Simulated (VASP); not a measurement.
Input of a VASP 6.6.1 run:

File INCAR:

```
ALGO = Normal
EDIFF = 1E-6
ENCUT = 520
GGA = PS
ISIF = 2
ISMEAR = -1
LASPH = T
LCHARG = T
LELF = T
LREAL = F
LVHAR = T
LWAVE = F
NBANDS = 40
NELM = 60
PREC = Accurate
SIGMA = 0.05
```

File KPOINTS:

```
k-points
0
Gamma
  4 4 4
```

Contents of POSCAR:

```
InGeCl5
1.0
   -2.5707134568      3.8343113886      4.8100928736
    2.2466147938     -3.8701092877      4.6740406842
    2.8657089648      4.0548891526     -4.8436503795
In Ge Cl
1 1 5
Direct
    0.4977842493      0.5229405539      0.0197629909
   -0.0381096940     -0.1192753827     -0.1818515546
    0.8944814422      0.5604292121      0.3037764344
    0.1108031179      0.4888225398      0.7601361761
    0.3307324414      0.2346262395      0.0712153029
    0.6634709230      0.7807749076     -0.0451337949
    0.5581416664      0.0088955892      0.5703577553
```

Potentials or basis: VASP PAW PBE potentials, release 64 (In_d, Ge_d, Cl).

Command:

```bash
$ cat potpaw_PBE.64/In_d/POTCAR potpaw_PBE.64/Ge_d/POTCAR potpaw_PBE.64/Cl/POTCAR > POTCAR
$ mpirun -np 1 vasp_std > vasp.out
```

Q: What does it give for the band gap on the k mesh?

A: 1.81 eV (least direct gap 2.08 eV).

Q: What does it give for the pressure?

A: 0.0 GPa.

Forces in eV/Å, atoms in the order of the input:
```
In   0.002 -0.006  0.001
Ge  -0.001  0.001 -0.005
Cl  -0.002  0.006  0.003
Cl  -0.001 -0.004 -0.002
Cl   0.000  0.002  0.011
Cl   0.000  0.000 -0.006
Cl   0.002  0.000 -0.002
```

Caveat: the PAW data sets were made with another functional, which shifts forces and pressure a little; spin-orbit coupling is left out, which moves the levels of the heavy elements. A k mesh can miss the band edges.
